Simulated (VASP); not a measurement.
# I2O3 (Pn-3m) in VASP: further runs

Runs on I2O3. Level: PBE. Tasks: single point.

All numbers are computed with VASP 6.6.1; they aren't measurements. Logs are shortened: lines on timing, memory, paths and dates and some standing lists are left out, and cuts for length are marked.

## (1) The cell of the first run

Symmetry: Pn-3m, No. 224, cubic system. The conventional cell has a = 5.402 Å, b = 5.402 Å, c = 5.402 Å, α = 90.00°, β = 90.00°, γ = 90.00°. I (site symmetry -3m) has 6 O at 2.34 Å within 3.1 Å. O (site symmetry -42m) has 4 I at 2.34 Å and 4 O at 2.70 Å within 3.1 Å.

## (2) Single point, PBE

Contents of INCAR:

```
SYSTEM = I2O3
PREC = Accurate
ENCUT = 520
EDIFF = 1E-7
ISMEAR = -1
SIGMA = 0.06122561905347299
LREAL = .False.
LASPH = .True.
NELM = 100
ALGO = Normal
ISIF = 2
LWAVE = .False.
LCHARG = .False.
GGA = PE
NBANDS = 43
```

Contents of KPOINTS:

```
Automatic mesh
0
Gamma
  10 10 10
  0 0 0
```

Contents of POSCAR:

```
I2O3
1.0
    5.4022616036      0.0000000000      0.0000000000
    0.0000000000      5.4022616036      0.0000000000
    0.0000000000      0.0000000000      5.4022616036
I O
4 6
Direct
    0.2500000000      0.2500000000      0.2500000000
    0.7500000000      0.7500000000      0.2500000000
    0.7500000000      0.2500000000      0.7500000000
    0.2500000000      0.7500000000      0.7500000000
    0.5000000000      0.0000000000      0.0000000000
    0.0000000000      0.5000000000      0.0000000000
    0.0000000000      0.0000000000      0.5000000000
    0.5000000000      0.5000000000      0.0000000000
    0.5000000000      0.0000000000      0.5000000000
    0.0000000000      0.5000000000      0.5000000000
```

Potentials or basis: VASP PAW PBE potentials, release 64 (I, O).

Started as:

```console
cat potpaw_PBE.64/I/POTCAR potpaw_PBE.64/O/POTCAR > POTCAR
mpirun -np 1 vasp_std > vasp.out
```

OUTCAR:

```text
SYSTEM = I2O3
   PREC = Accurate
   ENCUT = 520
   EDIFF = 1E-7
   ISMEAR = -1
   LREAL = .False.
   LASPH = .True.
   NELM = 100
   ISIF = 2
   GGA = PE

 ion  position               nearest neighbor table
   1  0.250  0.250  0.250-   5 2.34   6 2.34   7 2.34   8 2.34   9 2.34  10 2.34
   2  0.750  0.750  0.250-   5 2.34   6 2.34   7 2.34   8 2.34   9 2.34  10 2.34
   3  0.750  0.250  0.750-   5 2.34   6 2.34   7 2.34   8 2.34   9 2.34  10 2.34
   4  0.250  0.750  0.750-   5 2.34   6 2.34   7 2.34   8 2.34   9 2.34  10 2.34
   5  0.500  0.000  0.000-   1 2.34   2 2.34   3 2.34   4 2.34
   6  0.000  0.500  0.000-   1 2.34   2 2.34   3 2.34   4 2.34
   7  0.000  0.000  0.500-   1 2.34   2 2.34   3 2.34   4 2.34
   8  0.500  0.500  0.000-   1 2.34   2 2.34   3 2.34   4 2.34
   9  0.500  0.000  0.500-   1 2.34   2 2.34   3 2.34   4 2.34
  10  0.000  0.500  0.500-   1 2.34   2 2.34   3 2.34   4 2.34

  LATTYP: Found a simple cubic cell.
 ALAT       =     5.4022616036

  Lattice vectors:

 A1 = (   5.4022616036,   0.0000000000,   0.0000000000)
 A2 = (   0.0000000000,   5.4022616036,   0.0000000000)
 A3 = (   0.0000000000,   0.0000000000,   5.4022616036)

Analysis of symmetry for initial positions (statically):
=====================================================================
 Subroutine PRICEL returns:
 Original cell was already a primitive cell.

 Routine SETGRP: Setting up the symmetry group for a
 simple cubic supercell.

 Subroutine GETGRP returns: Found 48 space group operations
 (whereof 24 operations were pure point group operations)
 out of a pool of 48 trial point group operations.

The static configuration has the point symmetry T_d .
 The point group associated with its full space group is O_h .

Analysis of symmetry for dynamics (positions and initial velocities):
=====================================================================
 Subroutine PRICEL returns:
 Original cell was already a primitive cell.

 Routine SETGRP: Setting up the symmetry group for a
 simple cubic supercell.

 Subroutine GETGRP returns: Found 48 space group operations
 (whereof 24 operations were pure point group operations)
 out of a pool of 48 trial point group operations.

The dynamic configuration has the point symmetry T_d .
 The point group associated with its full space group is O_h .

 Subroutine INISYM returns: Found 48 space group operations
 (whereof 24 operations are pure point group operations),
 and found     1 'primitive' translations

----------------------------------------------------------------------------------------

                                     Primitive cell

  volume of cell :     157.6619

  direct lattice vectors                    reciprocal lattice vectors
     5.402261604  0.000000000  0.000000000     0.185107659  0.000000000  0.000000000
     0.000000000  5.402261604  0.000000000     0.000000000  0.185107659  0.000000000
     0.000000000  0.000000000  5.402261604     0.000000000  0.000000000  0.185107659

  length of vectors
     5.402261604  5.402261604  5.402261604     0.185107659  0.185107659  0.185107659

  position of ions in fractional coordinates (direct lattice)
     0.250000000  0.250000000  0.250000000
     0.750000000  0.750000000  0.250000000
     0.750000000  0.250000000  0.750000000
     0.250000000  0.750000000  0.750000000
     0.500000000  0.000000000  0.000000000
     0.000000000  0.500000000  0.000000000
     0.000000000  0.000000000  0.500000000
     0.500000000  0.500000000  0.000000000
     0.500000000  0.000000000  0.500000000
     0.000000000  0.500000000  0.500000000

  ion indices of the primitive-cell ions
   primitive index   ion index
                 1           1
                 2           2
                 3           3
                 4           4
                 5           5
                 6           6
                 7           7
                 8           8
                 9           9
                10          10

----------------------------------------------------------------------------------------

 KPOINTS: Automatic mesh

Automatic generation of k-mesh.
 Grid dimensions read from file:
 generate k-points for:   10   10   10

 Generating k-lattice:

  Cartesian coordinates                     Fractional coordinates (reciprocal lattice)
     0.018510766  0.000000000  0.000000000     0.100000000  0.000000000  0.000000000
     0.000000000  0.018510766  0.000000000     0.000000000  0.100000000  0.000000000
     0.000000000  0.000000000  0.018510766     0.000000000  0.000000000  0.100000000

  Length of vectors
     0.018510766  0.018510766  0.018510766

  Shift w.r.t. Gamma in fractional coordinates (k-lattice)
     0.000000000  0.000000000  0.000000000

 Subroutine IBZKPT returns following result:
 ===========================================

 Found     56 irreducible k-points:

 Following reciprocal coordinates:
            Coordinates               Weight
  0.000000  0.000000  0.000000      1.000000
  0.100000  0.000000  0.000000      6.000000
  0.200000  0.000000  0.000000      6.000000
  0.300000  0.000000  0.000000      6.000000
  0.400000  0.000000  0.000000      6.000000
  0.500000  0.000000  0.000000      3.000000
[... 16 lines left out ...]
  0.200000  0.100000  0.100000     24.000000
  0.300000  0.100000  0.100000     24.000000
 [... further k-points ...]
   k-points           NKPTS =     56   k-points in BZ     NKDIM =     56   number of bands    NBANDS=     43
   number of dos      NEDOS =    301   number of ions     NIONS =     10
   total plane-waves  NPLWV =  64000
   dimension x,y,z NGX =    40 NGY =   40 NGZ =   40
   dimension x,y,z NGXF=    80 NGYF=   80 NGZF=   80
   ions per type =               4   6
   NGX,Y,Z   is equivalent  to a cutoff of  12.31, 12.31, 12.31 a.u.
   NGXF,Y,Z  is equivalent  to a cutoff of  24.62, 24.62, 24.62 a.u.
 SYSTEM =  I2O3
   PREC   = accura    normal or accurate (medium, high low for compatibility)
   ISTART =      0    job   : 0-new  1-cont  2-samecut
   ICHARG =      2    charge: 1-file 2-atom 10-const
   ISPIN  =      1    spin polarized calculation?
   LNONCOLLINEAR =      F non collinear calculations
   LSORBIT =      F    spin-orbit coupling
   LASPH  =      T    aspherical Exc in radial PAW
   ENCUT  =  520.0 eV  38.22 Ry    6.18 a.u.  10.04 10.04 10.04*2*pi/ulx,y,z
   NELM   =    100;   NELMIN=  2; NELMDL= -5     # of ELM steps
   EDIFF  = 0.1E-06   stopping-criterion for ELM
   LREAL  =      F    real-space projection
   EDIFFG = 0.1E-05   stopping-criterion for IOM
   NSW    =      0    number of steps for IOM
   IBRION =     -1    ionic relax: 0-MD 1-quasi-New 2-CG
   NFREE  =      0    steps in history (QN), initial steepest desc. (CG)
   ISIF   =      2    stress and relaxation
   ISYM   =      2    0-nonsym 1-usesym 2-fastsym
   POTIM  = 0.5000    time-step for ionic-motion
   TEBEG  =    0.0;   TEEND  =   0.0 temperature during run
   PSTRESS=    0.0 pullay stress
   NELECT =      64.0000    total number of electrons
   NUPDOWN=      -1.0000    fix difference up-down
   EMIN   =  10.00;   EMAX   =-10.00  energy-range for DOS
   EFERMI =   0.00;   METHOD = LEGACY
   ISMEAR =    -1;   SIGMA  =   0.06  broadening in eV -4-tet -1-fermi 0-gaus
   EFERMI_NEDOS =   21; number of points for ismear=-14 and -15
   IALGO  =     38    algorithm
   IMIX   =      4    mixing-type and parameters
     AMIX     =   0.40;   BMIX     =  1.00
     AMIX_MAG =   1.60;   BMIX_MAG =  1.00
  volume/ion in A,a.u.               =      15.77       106.40
  Fermi-wavevector in a.u.,A,eV,Ry     =   1.212158  2.290646 19.991406  1.469327
  Thomas-Fermi vector in A             =   2.347651
   LORBIT       =      0    0 simple, 1 ext, 2 COOP (PROOUT), +10 PAW based schemes
   GGA     = PE    functional components
   LHFCALC =     F    Hartree Fock is set to
   AEXX    =    0.0000 exact exchange contribution
   IVDW    =     0    specifies the selected vdW correction
   LEPSILON=     F    determine dielectric tensor
   LRPA    =     F    only Hartree local field effects (RPA)
 non-spin polarized calculation
  energy-cutoff  :      520.00
  volume of cell :      157.66
 maximum number of plane-waves:      4272
   NGX = 21   NGY = 21   NGZ = 21

 number of electron      63.9999966 magnetization

 Free energy of the ion-electron system (eV)
  ---------------------------------------------------
  ext. energy  EPLUGINS =         0.00000000
  ---------------------------------------------------
  free energy    TOTEN  =       -32.52330188 eV

  energy without entropy =      -32.47059098  energy(sigma->0) =      -32.49694643

 E-fermi :   7.2415     XC(G=0): -10.3745

 val. band max:        7.2348330465   @ k =   0.5000   0.4000   0.2000
 cond. band min:       7.2423960603   @ k =   0.3000   0.2000   0.0000
 fundamental gap:      0.0075630137
 Fermi energy:         7.2415052980

 k-point     1 :       0.0000    0.0000    0.0000
  band No.  band energies     occupation
      1     -13.4606      2.00000
      2     -11.9937      2.00000
      3     -11.9937      2.00000
      4     -10.9370      2.00000
      5     -10.9370      2.00000
      6     -10.8175      2.00000
[... 35 lines left out ...]
     42      12.6605      0.00000
     43      12.6605      0.00000

 k-point     2 :       0.1000    0.0000    0.0000
  band No.  band energies     occupation
      1     -13.4324      2.00000
      2     -12.0385      2.00000
      3     -11.9723      2.00000
      4     -10.9682      2.00000
      5     -10.9377      2.00000
      6     -10.8345      2.00000
[... 35 lines left out ...]
     42      12.7097      0.00000
     43      12.7097      0.00000

 k-point     3 :       0.2000    0.0000    0.0000
  band No.  band energies     occupation
      1     -13.3491      2.00000
      2     -12.1661      2.00000
      3     -11.9078      2.00000
      4     -11.0565      2.00000
      5     -10.9395      2.00000
      6     -10.8713      2.00000
[... 35 lines left out ...]
     42      12.8452      0.00000
     43      12.8452      0.00000

 k-point     4 :       0.3000    0.0000    0.0000
  band No.  band energies     occupation
      1     -13.2140      2.00000
      2     -12.3584      2.00000
      3     -11.8049      2.00000
      4     -11.1888      2.00000
      5     -10.9418      2.00000
      6     -10.9065      2.00000
[... 863 lines left out ...]
     42      12.8458      0.00000
     43      12.8478      0.00000

 k-point    23 :       0.2000    0.1000    0.1000
  band No.  band energies     occupation
      1     -13.2943      2.00000
      2     -12.1443      2.00000
      3     -11.9592      2.00000
      4     -11.0785      2.00000
      5     -10.9877      2.00000
      6     -10.9115      2.00000
[... 35 lines left out ...]
     42      12.9762      0.00000
     43      13.0227      0.00000

 k-point    24 :       0.3000    0.1000    0.1000
  band No.  band energies     occupation
      1     -13.1611      2.00000
      2     -12.3272      2.00000
      3     -11.8539      2.00000
      4     -11.2163      2.00000
      5     -10.9903      2.00000
      6     -10.9503      2.00000
[... 35 lines left out ...]
     42      13.1620      0.00000
     43      13.2812      0.00000

 [... further k-points ...]

------------------------ aborting loop because EDIFF is reached ----------------------------------------

  FORCE on cell =-STRESS in cart. coord.  units (eV):
  Direction    XX          YY          ZZ          XY          YZ          ZX
  --------------------------------------------------------------------------------------
  -------------------------------------------------------------------------------------
  Total        5.8684446      5.8684446      5.8684446      0.0000000      0.0000000      0.0000000
  in kB       59.6357601     59.6357601     59.6357601      0.0000000      0.0000000      0.0000000
  external PRESSURE =      59.6357601 kB  Pullay stress =       0.0000000 kB

 VOLUME and BASIS-vectors are now :
 -----------------------------------------------------------------------------
  energy-cutoff  :      520.00
  volume of cell :      157.66
      direct lattice vectors                 reciprocal lattice vectors
     5.402261604  0.000000000  0.000000000     0.185107659  0.000000000  0.000000000
     0.000000000  5.402261604  0.000000000     0.000000000  0.185107659  0.000000000
     0.000000000  0.000000000  5.402261604     0.000000000  0.000000000  0.185107659

 POSITION                                       TOTAL-FORCE (eV/Angst)
 -----------------------------------------------------------------------------------
      1.35057      1.35057      1.35057         0.000000     -0.000000     -0.000000
      4.05170      4.05170      1.35057        -0.000000      0.000000      0.000000
      4.05170      1.35057      4.05170        -0.000000      0.000000     -0.000000
      1.35057      4.05170      4.05170        -0.000000     -0.000000      0.000000
      2.70113      0.00000      0.00000        -0.000000      0.000000     -0.000000
      0.00000      2.70113      0.00000         0.000000      0.000000     -0.000000
      0.00000      0.00000      2.70113        -0.000000     -0.000000     -0.000000
      2.70113      2.70113      0.00000         0.000000      0.000000      0.000000
      2.70113      0.00000      2.70113        -0.000000     -0.000000      0.000000
      0.00000      2.70113      2.70113         0.000000     -0.000000      0.000000
 -----------------------------------------------------------------------------------
    total drift:                               -0.000000      0.000000     -0.000000

  FREE ENERGIE OF THE ION-ELECTRON SYSTEM (eV)
  ---------------------------------------------------
  free  energy   TOTEN  =       -32.5233018795 eV

  energy  without entropy=      -32.4705909834  energy(sigma->0) =      -32.49694643
```

Run time: 4.2 min. Hardware: 1 thread of Intel Xeon Platinum 8559C (Emerald Rapids), shared host; peak memory 0.4 GiB.

What came out:

| Property | Result |
| --- | --- |
| Free energy | -32.5233 eV |
| Pressure | 6.0 GPa |
| Band gap on the k mesh | zero (bands 32 and 33 overlap by 0.82 eV) |

Caveat: the cell stands under pressure; spin-orbit coupling is left out, which moves the levels of the heavy elements.

## (3) Single point, PBE

This run uses another cell than the first one, of 16.10 Å³/atom.

Contents of INCAR:

```
  PREC = Accurate
  ENCUT = 520
  EDIFF = 1E-6
  ISMEAR = -1
  SIGMA = 0.06122561905347299
  LREAL = False
  LASPH = True
  NELM = 100
  ALGO = Normal
  ISIF = 2
  LWAVE = False
  LCHARG = False
  GGA = PE
  NBANDS = 43
```

Contents of KPOINTS:

```
regular mesh
0
Gamma
  10 10 10
```

POSCAR: that of step 2 with these lines changed.

```diff
@@ -2,5 +2,5 @@
 1.0
-    5.4022616036      0.0000000000      0.0000000000
-    0.0000000000      5.4022616036      0.0000000000
-    0.0000000000      0.0000000000      5.4022616036
+    5.4403069529      0.0000000000      0.0000000000
+    0.0000000000      5.4403069529      0.0000000000
+    0.0000000000      0.0000000000      5.4403069529
 I O
```

Potentials or basis: VASP PAW PBE potentials, release 64 (I, O).

Started as:

```console
cat potpaw_PBE.64/I/POTCAR potpaw_PBE.64/O/POTCAR > POTCAR
mpirun -np 1 vasp_std > vasp.out
```

Run time: 5.4 min. Hardware: 1 thread of Intel Xeon Platinum 8559C (Emerald Rapids), shared host; peak memory 0.41 GiB.

It converged, with:

```yaml
Free_energy: -32.6259 eV
Pressure: 3.6 GPa
Band_gap_on_the_k_mesh: zero (bands 32 and 33 overlap by 0.82 eV)
```

Levels at points of the mesh, in eV from the Fermi level:
```tsv
k point	band 30	band 31	band 32	band 33	band 34	band 35
(0.00, 0.00, 0.00)	-1.07	-1.07	-0.42	-0.42	-0.42	1.66
(0.50, 0.00, 0.00)	-2.03	0.02	0.02	0.18	0.18	1.71
(0.50, 0.50, 0.00)	-1.47	-0.55	-0.55	1.15	1.15	1.55
(0.50, 0.50, 0.50)	-2.19	-1.44	0.38	1.87	1.87	1.91
```

Caveat: the cell stands under pressure; spin-orbit coupling is left out, which moves the levels of the heavy elements.
